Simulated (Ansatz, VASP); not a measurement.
**One calculation of CO2, two programs**

File INCAR:

```
SYSTEM = CO2
PREC = Accurate
ENCUT = 520
EDIFF = 1E-7
ISMEAR = 0
SIGMA = 0.1
LREAL = .False.
LASPH = .True.
NELM = 80
ALGO = Normal
ISIF = 2
LWAVE = .False.
LCHARG = .False.
GGA = PE
NBANDS = 25
```

The input KPOINTS:

```
regular mesh
0
Gamma
  6 6 4
  0 0 0
```

POSCAR

```
CO2
1.0
    3.7327807581      0.0000000000      0.0000000000
    0.0000000000      3.7327807581      0.0000000000
    0.0000000000      0.0000000000      5.3737676885
C O
2 4
Direct
    0.0000000000      0.0000000000      0.0000000000
    0.5000000000      0.5000000000      0.5000000000
    0.0000000000      0.5000000000      0.2030000000
    0.0000000000      0.5000000000      0.7030000000
    0.5000000000      0.0000000000      0.2970000000
    0.5000000000      0.0000000000      0.7970000000
```

Input for Ansatz:

```yaml
crystal:
  lattice:
    - [3.7327807581, 0.0, 0.0]
    - [0.0, 3.7327807581, 0.0]
    - [0.0, 0.0, 5.3737676885]
  atoms:
    - { symbol: C, position: [0.0, 0.0, 0.0] }
    - { symbol: C, position: [0.5, 0.5, 0.5] }
    - { symbol: O, position: [0.0, 0.5, 0.203] }
    - { symbol: O, position: [0.0, 0.5, 0.703] }
    - { symbol: O, position: [0.5, 0.0, 0.297] }
    - { symbol: O, position: [0.5, 0.0, 0.797] }
basis:
  ecutwfc: 420
kpoints:
  mp_grid: { grid: [6, 6, 4] }
hamiltonian:
  xc: pbe
scf:
  occupations: { method: gaussian, width: 0.1 }
  lower_state_search: "off"
output:
  forces: true
  stress: true
  eigenvalues: true
```

Alike in both runs: task single point; functional PBE; k mesh 6 × 6 × 4; occupations gaussian, width 0.1 eV; no spin polarisation.

```csv
,VASP,Ansatz
version,VASP 6.6.1,Ansatz 0.2.0
potentials or method,"VASP PAW PBE potentials, release 64 (C, O), cutoff 520 eV","scalar-relativistic, plane waves, PAW"
valence electrons in the cell,32,32
```

```csv
,VASP,Ansatz,Ansatz less VASP
gap on the k mesh at the Fermi level (eV),none,none,-
rms of the force components (eV/Å),0.756,0.759,+0.0033
```

Atom by atom the forces differ by 0.003 eV/Å (rms over components). A gap of «none» marks a metal or a gap that the smearing closes.
